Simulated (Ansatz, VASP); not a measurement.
MoS: VASP beside Ansatz

The input POSCAR:

```
MoS
1.0
    3.5853417400      0.0000000000      0.0000000000
    0.0000000000      3.5853417400      0.0000000000
    0.0000000000      0.0000000000      3.5853417400
Mo S
1 1
Direct
    0.0000000000      0.0000000000      0.0000000000
    0.5000000000      0.5000000000      0.5000000000
```

Contents of INCAR.step1:

```
SYSTEM = MoS
PREC     = Accurate       ! precision mode
ENCUT    = 520            ! plane-wave cutoff, eV
ISMEAR   = 0              ! smearing method
SIGMA    = 0.1            ! smearing width, eV
LREAL    = .FALSE.        ! projectors in reciprocal space
LASPH    = .TRUE.         ! aspherical terms in the spheres
NELM     = 150            ! most SCF steps
ISPIN    = 2              ! spin polarisation
MAGMOM   = 2 0            ! initial moments
LMAXMIX  = 4              ! l up to which the mixer works
LDAU     = .TRUE.         ! DFT+U
LDAUTYPE = 2            
LDAUL    = 2 -1           ! shell
LDAUU    = 4.38 0         ! U, eV
LDAUJ    = 0 0          
NBANDS   = 21             ! bands
GGA      = PE             ! functional
ALGO     = Normal         ! electronic algorithm
EDIFF    = 1E-4           ! SCF threshold, eV
LWAVE    = .TRUE.         ! write WAVECAR
LCHARG   = .FALSE.        ! write CHGCAR
```

Contents of INCAR.step2:

```
SYSTEM = MoS
PREC     = Accurate       ! precision mode
ENCUT    = 520            ! plane-wave cutoff, eV
EDIFF    = 1E-7           ! SCF threshold, eV
ISMEAR   = 0              ! smearing method
SIGMA    = 0.1            ! smearing width, eV
LREAL    = .FALSE.        ! projectors in reciprocal space
LASPH    = .TRUE.         ! aspherical terms in the spheres
NELM     = 150            ! most SCF steps
ALGO     = Normal         ! electronic algorithm
ISIF     = 2              ! what is computed and relaxed
LWAVE    = .FALSE.        ! write WAVECAR
LCHARG   = .FALSE.        ! write CHGCAR
ISPIN    = 2              ! spin polarisation
MAGMOM   = 2 0            ! initial moments
LORBIT   = 11             ! projections on sites
LMAXMIX  = 4              ! l up to which the mixer works
LDAU     = .TRUE.         ! DFT+U
LDAUTYPE = 2            
LDAUL    = 2 -1           ! shell
LDAUU    = 4.38 0         ! U, eV
LDAUJ    = 0 0          
LDAUPRINT= 1            
METAGGA  = R2SCAN         ! meta-GGA
LMIXTAU  = .TRUE.       
NBANDS   = 21             ! bands
ISTART   = 1
```

KPOINTS

```
Automatic mesh
0
G
  12 12 12
  0 0 0
```

Input for Ansatz:

```yaml
crystal:
  lattice:
    - [3.58534174, 0.0, 0.0]
    - [0.0, 3.58534174, 0.0]
    - [0.0, 0.0, 3.58534174]
  atoms:
    - { symbol: Mo, position: [0.0, 0.0, 0.0], spin: 2.0 }
    - { symbol: S, position: [0.5, 0.5, 0.5] }
basis:
  ecutwfc: 500
kpoints:
  mp_grid: { grid: [12, 12, 12] }
hamiltonian:
  xc: r2scan
  hubbard: { sites: [{ species: Mo, l: d, u_eff: 4.38 }] }
scf:
  occupations: { method: gaussian, width: 0.1 }
output:
  forces: true
  stress: true
  eigenvalues: true
  populations: true
magnetization:
  spin_polarized: true
```

Alike in both runs: task single point; functional r2SCAN; k mesh 12 × 12 × 12; occupations gaussian, width 0.1 eV; collinear spin; Hubbard terms Mo d U = 4.38 eV.

|  | VASP | Ansatz |
| --- | --- | --- |
| version | VASP 6.6.1 | Ansatz 0.2.0 |
| potentials or method | VASP PAW PBE potentials, release 64 (Mo_sv, S), cutoff 520 eV | scalar-relativistic, plane waves, PAW |
| valence electrons in the cell | 20 | 20 |

```csv
,VASP,Ansatz,Ansatz less VASP
gap on the k mesh at the Fermi level (eV),none,none,-
pressure (GPa),-11.2,-8.7,+2.51
net moment per atom (μB),2.00,2.00,0.000
size of the moment on the site where the two differ most (μB),0.31,0.53,+0.218
```

VASP's potentials were made for PBE, not for r2SCAN. Site moments also hang on the region over which each program counts them. The programs project onto different local orbitals, so the same U acts differently, and such runs can settle in different states. A gap of «none» marks a metal or a gap that the smearing closes. Ansatz's warnings: filled band counts differ across k points, stability check not made.
